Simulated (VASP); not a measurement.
Here is a VASP 6.6.1 calculation.

INCAR

```
ALGO = Normal
EDIFF = 1E-6
EDIFFG = -0.01
ENCUT = 600
GGA = PE
IBRION = 2
ISIF = 3
ISMEAR = 0
LASPH = T
LCHARG = F
LREAL = F
LWAVE = F
NELM = 80
NSW = 100
PREC = Accurate
SIGMA = 0.02
```

File KPOINTS:

```
k-points
0
Gamma
  12 12 1
```

Contents of POSCAR:

```
Al2BN3
1.0
    2.9693205420      0.0000000000      0.0000000000
   -1.4846602710      2.5715070213      0.0000000000
    0.0000000000      0.0000000000     25.9562765475
Al B N
4 2 6
Direct
    0.6666666667      0.3333333333      0.0822063425
    0.6666666667      0.3333333333      0.4177936575
    0.3333333333      0.6666666667      0.9177936575
    0.3333333333      0.6666666667      0.5822063425
    0.6666666667      0.3333333333      0.7500000000
    0.3333333333      0.6666666667      0.2500000000
    0.0000000000      0.0000000000      0.0823748800
    0.0000000000      0.0000000000      0.4176251200
    0.0000000000      0.0000000000      0.7500000000
    0.0000000000      0.0000000000      0.9176251200
    0.0000000000      0.0000000000      0.2500000000
    0.0000000000      0.0000000000      0.5823748800
```

Potentials or basis: VASP PAW PBE potentials, release 64 (Al, B, N).

The run is started by

```console
$ cat potpaw_PBE.64/Al/POTCAR potpaw_PBE.64/B/POTCAR potpaw_PBE.64/N/POTCAR > POTCAR
$ mpirun -np 1 vasp_std > vasp.out
```

Predict the band gap on the k mesh.

2.19 eV (least direct gap 2.35 eV).

Stress tensor (GPa, compression positive):
```
0.01 0.00 0.00
0.00 0.01 0.00
0.00 0.00 0.10
```

Caveat: the relaxation stopped at its first step, so nothing moved; an odd mesh through Γ misses points on the zone boundary, where band edges can lie.
